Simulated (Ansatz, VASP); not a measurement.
BN in VASP and in Ansatz

```
B N
1.0
     2.50245    0.00000    0.00000
    -1.25123    2.16719    0.00000
     0.00000    0.00000    4.21030
B N
2 2
Direct
  0.33333 0.66667 0.00007
  0.66667 0.33333 0.50007
  0.33333 0.66667 0.37393
  0.66667 0.33333 0.87393
```

Change from the starting cell: strained cell.

Alike in both runs: functional PBEsol; k mesh 9 × 9 × 6; occupations gaussian, width 0.02 eV; no spin polarisation.

Ansatz relaxed the structure, and its values are those at the end. VASP's run is a single point on that final structure, the one shown.

|  | VASP | Ansatz |
| --- | --- | --- |
| version | VASP 6.6.1 | Ansatz 0.2.0 |
| potentials or method | VASP PAW PBE potentials, release 64 (B, N), cutoff 520 eV | scalar-relativistic, plane waves, PAW |
| valence electrons in the cell | 16 | 16 |

|  | VASP | Ansatz | Ansatz less VASP |
| --- | --- | --- | --- |
| gap on the k mesh at the Fermi level (eV) | 4.79 | 4.80 | +0.012 |
| least direct gap on the mesh (eV) | 8.18 | 8.17 | -0.002 |
| pressure (GPa) | 12.5 | 11.6 | -0.95 |
| rms of the force components (eV/Å) | 0.006 | 0.000 | -0.0058 |

VASP's potentials were made for PBE, not for PBEsol, and Ansatz warns of the same on its side. Ansatz's warnings: stress scf threshold loose.
